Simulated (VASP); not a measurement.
TiO2, 6 atoms in the cell. Symmetry: I4_1/amd, No. 141, tetragonal system. The conventional cell has a = 3.945 Å, b = 3.945 Å, c = 8.997 Å, α = 90.00°, β = 90.00°, γ = 90.00°. Ti (site symmetry -4m2) has 6 O at 1.85 to 2.01 Å within 2.5 Å. Within 2.5 Å of O (site symmetry 2mm) lie 3 Ti at 1.85 to 2.01 Å and 2 O at 2.44 Å. 

* Program: VASP 6.6.1
* Task: single point
* Functional: PBE
* Potentials or basis: VASP PAW PBE potentials, release 64 (Ti_sv, O)
* Cutoff: 520 eV
* k mesh: 8 × 8 × 8
* Occupations: gaussian, width 0.05 eV
* Spin: no spin polarisation
* Hubbard terms: Ti d U = 4.0 eV
* Dipole correction: no
* Further INCAR settings: ALGO = Normal; EDIFF = 1e-06; NBANDS = 33

Potentials or basis: VASP PAW PBE potentials, release 64 (Ti_sv, O).

Launch:

```console
$ cat potpaw_PBE.64/Ti_sv/POTCAR potpaw_PBE.64/O/POTCAR > POTCAR
$ mpirun -np 1 vasp_std > vasp.out
```

Hardware: 1 thread of Intel Xeon 8259CL, with other jobs on the host.

Task: Estimate the wall time of this run.

Result: Wall time 7.5 min on 1 thread of Intel Xeon 8259CL (shared host), peak memory 0.27 GiB. Counts: scf iterations 16, k points 59.
